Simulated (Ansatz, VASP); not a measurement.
## One calculation of YTeAu, two programs

```
Y Te Au
1.0
     4.18370    0.00000    0.00000
     0.00000    4.18370    0.00000
     0.00000    0.00000    5.83601
Y Te Au
1 1 1
Cartesian
  2.0918 2.0918 2.9180
  2.0918 2.0918 0.0000
  0.0000 0.0000 2.9180
```

Alike in both runs: functional PBE; k mesh 12 × 12 × 8; occupations gaussian, width 0.1 eV; no spin polarisation.

Ansatz relaxed the structure, and its values are those at the end. VASP's run is a single point on that final structure, the one shown.

|  | VASP | Ansatz |
| --- | --- | --- |
| version | VASP 6.6.1 | Ansatz 0.2.0 |
| potentials or method | VASP PAW PBE potentials, release 64 (Y_sv, Te, Au), cutoff 520 eV | scalar-relativistic, plane waves, PAW |
| valence electrons in the cell | 28 | 46 |

Ansatz gave:

* gap on the k mesh at the Fermi level (eV): none
* pressure (GPa): 0.0

Problem. Estimate VASP's values.

Solution. gap on the k mesh at the Fermi level (eV): none; pressure (GPa): -0.1.

A gap of «none» marks a metal or a gap that the smearing closes. VASP's potentials hold 28 valence electrons a cell and Ansatz's 46, so a difference there can come from the potentials and not from the codes.

Neither program's run includes spin-orbit coupling.
